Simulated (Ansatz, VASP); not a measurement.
One calculation of InSe, two programs

The input INCAR:

```
  ALGO = Normal
  EDIFF = 1E-6
  ENCUT = 500
  GGA = PE
  GGA_COMPAT = False
  ISIF = 2
  ISMEAR = 0
  IVDW = 12
  LASPH = True
  LCHARG = False
  LREAL = False
  LWAVE = False
  NBANDS = 27
  NELM = 120
  PREC = Accurate
  SIGMA = 0.1
```

File KPOINTS:

```
k-points
0
Gamma
  6 6 6
```

File POSCAR:

```
InSe
1.0
    1.9999996503      1.1547003365      8.3166700000
   -1.9999996503      1.1547003365      8.3166700000
    0.0000000000     -2.3094006730      8.3166700000
In Se
2 2
Direct
    0.0000000000      0.0000000000      0.0000000000
    0.1122000000      0.1122000000      0.1122000000
    0.6155000000      0.6155000000      0.6155000000
    0.8300000000      0.8300000000      0.8300000000
```

Input for Ansatz:

```yaml
crystal:
  lattice:
    - [1.9999996503, 1.1547003365, 8.31667]
    - [-1.9999996503, 1.1547003365, 8.31667]
    - [0.0, -2.309400673, 8.31667]
  atoms:
    - { symbol: In, position: [0.0, 0.0, 0.0] }
    - { symbol: In, position: [0.1122, 0.1122, 0.1122] }
    - { symbol: Se, position: [0.6155, 0.6155, 0.6155] }
    - { symbol: Se, position: [0.83, 0.83, 0.83] }
basis:
  ecutwfc: 420
kpoints:
  mp_grid: { grid: [6, 6, 6] }
hamiltonian:
  xc: pbe
  dispersion: d3bj
scf:
  occupations: { method: gaussian, width: 0.1 }
output:
  forces: true
  stress: true
  eigenvalues: true
```

Alike in both runs: task single point; functional PBE; dispersion D3(BJ); k mesh 6 × 6 × 6; occupations gaussian, width 0.1 eV; no spin polarisation.

|  | VASP | Ansatz |
| --- | --- | --- |
| version | VASP 6.6.1 | Ansatz 0.2.0 |
| potentials or method | VASP PAW PBE potentials, release 64 (In_d, Se), cutoff 500 eV | scalar-relativistic, plane waves, PAW |
| valence electrons in the cell | 38 | 58 |

|  | VASP | Ansatz | Ansatz less VASP |
| --- | --- | --- | --- |
| gap on the k mesh at the Fermi level (eV) | 0.38 | 0.39 | +0.013 |
| least direct gap on the mesh (eV) | 0.38 | 0.39 | +0.013 |
| pressure (GPa) | 1.1 | 1.1 | -0.05 |
| traceless stress, the component that is largest in VASP (GPa) | -0.57 | -0.57 | +0.004 |
| rms of the force components (eV/Å) | 0.125 | 0.116 | -0.0089 |

Atom by atom the forces differ by 0.009 eV/Å (rms over components). VASP's potentials hold 38 valence electrons a cell and Ansatz's 58, so a difference there can come from the potentials and not from the codes.
